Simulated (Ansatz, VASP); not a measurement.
# CdSe in VASP and in Ansatz

```xyz
2
Lattice="0.0000 2.8740 2.8740 2.8740 0.0000 2.8740 2.8740 2.8740 0.0000" Properties=species:S:1:pos:R:3 pbc="T T T"
Cd    0.0000    0.0000    0.0000
Se    2.8740    2.8740    2.8740
```

Alike in both runs: task single point; functional PBE; k mesh 4 × 4 × 4; occupations methfessel-paxton of order 1, width 0.17 eV; no spin polarisation.

|  | VASP | Ansatz |
| --- | --- | --- |
| version | VASP 6.6.1 | Ansatz 0.2.0 |
| potentials or method | VASP PAW PBE potentials, release 64 (Cd, Se), cutoff 520 eV | scalar-relativistic, plane waves, PAW |
| valence electrons in the cell | 18 | 36 |

|  | VASP | Ansatz | Ansatz less VASP |
| --- | --- | --- | --- |
| gap on the k mesh at the Fermi level (eV) | none | none | - |
| pressure (GPa) | 0.3 | 0.0 | -0.33 |

A gap of «none» marks a metal or a gap that the smearing closes. VASP's potentials hold 18 valence electrons a cell and Ansatz's 36, so a difference there can come from the potentials and not from the codes.

The k mesh is coarse, so the values compare programs but aren't converged.
